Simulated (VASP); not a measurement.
**CsPbCl3: relaxation of cell and atoms with PBEsol**

The system is CsPbCl3.

```
Cs Pb Cl
1.0
     5.57733    0.00000    0.00000
     0.00000    5.57733    0.00000
     0.00000    0.00000    5.57733
Cs Pb Cl
1 1 3
Cartesian
  0.0000 0.0000 0.0000
  2.7887 2.7887 2.7887
  2.7887 2.7887 0.0000
  0.0000 2.7887 2.7887
  2.7887 0.0000 2.7887
```

- Program: VASP 6.6.1
- Task: relaxation of cell and atoms
- Functional: PBEsol
- Potentials or basis: VASP PAW PBE potentials, release 64 (Cs_sv, Pb_d, Cl)
- Cutoff: 600 eV
- k mesh: 4 × 4 × 4
- Occupations: fermi-dirac, width 0.1 eV
- Spin: no spin polarisation
- Dipole correction: no
- Further INCAR settings: ALGO = Normal; EDIFF = 1e-06; IBRION = 2; EDIFFG = -0.01; NSW = 60; ISIF = 3

```
Relaxed volume                        : 35.60 Å³/atom
Relaxed cell                          : a = 5.625 Å, b = 5.625 Å, c = 5.625 Å, α = 90.00°, β = 90.00°, γ = 90.00°
Space group after relaxing (to 0.1 Å) : Pm-3m (No. 221)
Energy gained by relaxing             : 1.9 meV/atom
Ionic steps                           : 3
Pressure after relaxing               : 0.0 GPa
Band gap on the k mesh                : 1.85 eV
```

The path:
```csv
step,energy change (eV),largest force (eV/Å),pressure (GPa),volume (Å³)
1,0.0000,0.0000,0.68,173.49
2,-0.0092,0.0000,0.11,177.24
3,-0.0095,0.0000,0.00,177.99
```

Final structure:
```
CELL_PARAMETERS angstrom
5.62509 0.00000 0.00000
0.00000 5.62509 0.00000
0.00000 0.00000 5.62509
ATOMIC_POSITIONS crystal
Cs 0.00000 0.00000 0.00000
Pb 0.50000 0.50000 0.50000
Cl 0.50000 0.50000 0.00000
Cl 0.00000 0.50000 0.50000
Cl 0.50000 0.00000 0.50000
```

Levels at points of the mesh, in eV from the valence-band top:
```csv
k point,band 19,band 20,band 21,band 22,band 23,band 24,band 25,band 26
"(0.00, 0.00, 0.00)",-2.55,-2.45,-2.45,-2.45,3.26,4.28,4.28,5.18
"(0.50, 0.00, 0.00)",-2.66,-2.56,-2.56,-1.65,2.94,4.64,5.20,5.26
"(0.50, 0.50, 0.00)",-2.74,-2.68,-2.14,-0.80,2.44,2.44,4.86,5.36
"(0.50, 0.50, 0.50)",-2.13,-2.13,-2.13,0.00,1.85,1.85,1.85,5.04
```

Wall time 120 s on 1 thread of Intel(R) Xeon(R) Platinum 8259CL CPU @ 2.50GHz (Skylake/Cascade Lake), with other jobs on the host, peak memory 0.37 GiB.

Caveat: the PAW data sets were made with another functional, which shifts forces and pressure a little; spin-orbit coupling is left out, which moves the levels of the heavy elements. A hybrid or GW would open this gap; PBEsol tends to underestimate it.
